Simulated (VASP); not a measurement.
The system is InSb.

```xyz
2
Lattice="0.0000 3.2391 3.2391 3.2391 0.0000 3.2391 3.2391 3.2391 0.0000" Properties=species:S:1:pos:R:3 pbc="T T T"
In    0.0000    0.0000    0.0000
Sb    4.8586    4.8586    4.8586
```

Base run:

* Program: VASP 6.6.1
* Functional: PBE
* Potentials or basis: VASP PAW PBE potentials, release 64 (In_d, Sb)
* Cutoff: 520 eV
* k mesh: 13 × 13 × 13
* Occupations: fermi-dirac, width 0.05 eV
* Spin: no spin polarisation

Its results: band gap on the k mesh zero (filled and empty bands touch); pressure 3.1 GPa.

Problem. The run is repeated on the same cell with these changes: k mesh from 13 × 13 × 13 to 3 × 3 × 3. What comes out?

Solution. Band gap on the k mesh zero (filled and empty bands touch); pressure 4.8 GPa.

Caveats: some runs use coarse meshes; spin-orbit coupling is left out, which moves the levels of the heavy elements.
